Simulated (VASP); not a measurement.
# Si: single point with revPBE

Si:

```
CELL_PARAMETERS angstrom
0.00000 2.21652 2.21652
2.21652 0.00000 2.21652
2.21652 2.21652 0.00000
ATOMIC_POSITIONS crystal
Si 0.00000 0.00000 0.00000
```

This isn't the form of Si at room conditions, which is diamond.

```json
{"Program": "VASP 6.6.1", "Task": "single point", "Functional": "revPBE", "Potentials or basis": "VASP PAW PBE potentials, release 64 (Si)", "Cutoff": "500 eV", "k mesh": "16 × 16 × 16", "Occupations": "gaussian, width 0.1 eV", "Spin": "no spin polarisation", "Dipole correction": "no", "Further INCAR settings": "ALGO = Normal; EDIFF = 1e-06; NBANDS = 8"}
```

```json
{
 "Pressure": "-14.1 GPa",
 "Band gap on the k mesh": "zero (bands 2 and 3 overlap by 9.09 eV)"
}
```

Levels at points of the mesh, in eV from the Fermi level:
```tsv
k point	band 1	band 2	band 3	band 4	band 5
(0.00, 0.00, 0.00)	-11.14	7.08	7.08	7.08	10.49
(0.50, 0.00, 0.00)	-6.69	-4.59	5.52	5.52	9.65
(0.50, 0.50, 0.00)	-4.70	-3.54	2.24	2.24	4.95
```

Wall time 21 s on 1 thread of Intel Xeon 8259CL (shared host), peak memory 0.14 GiB.

Caveat: the cell stands under tension; the PAW data sets were made with another functional, which shifts forces and pressure a little.
